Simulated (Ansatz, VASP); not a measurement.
One calculation of TaN, two programs

```
Ta N
1.0
     2.90656    0.00000    0.00000
    -1.45328    2.51715    0.00000
     0.00000    0.00000    2.85150
Ta N
1 1
Direct
  0.00000 0.00000 0.50000
  0.66667 0.33333 0.00000
```

Alike in both runs: functional LDA; k mesh 24 × 24 × 20; occupations gaussian, width 0.1 eV; no spin polarisation.

Ansatz relaxed the structure, and its values are those at the end. VASP's run is a single point on that final structure, the one shown.

|  | VASP | Ansatz |
| --- | --- | --- |
| version | VASP 6.6.1 | Ansatz 0.2.0 |
| potentials or method | VASP PAW LDA potentials, release 64 (Ta_pv, N), cutoff 520 eV | scalar-relativistic, plane waves, PAW |
| valence electrons in the cell | 16 | 18 |

Ansatz gave:

* gap on the k mesh at the Fermi level (eV): none
* pressure (GPa): 0.0

**Question.** Estimate VASP's values.

**Answer.** gap on the k mesh at the Fermi level (eV): none; pressure (GPa): 2.0.

Ansatz warns that its potentials were made for another functional, while VASP's fit it. LDA's correlation is that of Perdew and Zunger in VASP and of Perdew and Wang (1992) in Ansatz. A gap of «none» marks a metal or a gap that the smearing closes. VASP's potentials hold 16 valence electrons a cell and Ansatz's 18, so a difference there can come from the potentials and not from the codes.

Neither program's run includes spin-orbit coupling.
